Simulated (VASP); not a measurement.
**TaMo3: single point with PBE**

The system is TaMo3.

```xyz
4
Lattice="3.8951 0.0000 0.0000 0.0000 3.8951 0.0000 0.0000 0.0000 3.8951" Properties=species:S:1:pos:R:3 pbc="T T T"
Ta    0.0000    0.0000    0.0000
Mo    0.0000    1.9475    1.9475
Mo    1.9475    0.0000    1.9475
Mo    1.9475    1.9475    0.0000
```

- Program: VASP 6.6.1
- Task: single point
- Functional: PBE
- Potentials or basis: VASP PAW PBE potentials, release 64 (Ta_pv, Mo_sv)
- Cutoff: 520 eV
- k mesh: 4 × 4 × 4
- Occupations: gaussian, width 0.1 eV
- Spin: no spin polarisation

```
Pressure : 36.5 GPa
```

Levels at points of the mesh, in eV from the Fermi level:
| k point | band 25 | band 26 | band 27 | band 28 | band 29 | band 30 |
| --- | --- | --- | --- | --- | --- | --- |
| (0.00, 0.00, 0.00) | -0.69 | 2.43 | 2.43 | 4.39 | 4.51 | 4.51 |
| (0.50, 0.00, 0.00) | -1.80 | 0.02 | 0.25 | 1.24 | 1.24 | 1.24 |
| (0.50, 0.50, 0.00) | -1.92 | -1.91 | -1.56 | 0.46 | 0.49 | 0.49 |
| (0.50, 0.50, 0.50) | -0.90 | -0.60 | -0.60 | 1.75 | 1.77 | 1.77 |

Run time: 16 s on 1 thread of Intel Xeon 6975P-C (shared host), peak memory 0.17 GiB.

Caveat: the k points lie up to 0.40 Å⁻¹ apart; spin-orbit coupling is left out, which moves the levels of the heavy elements.
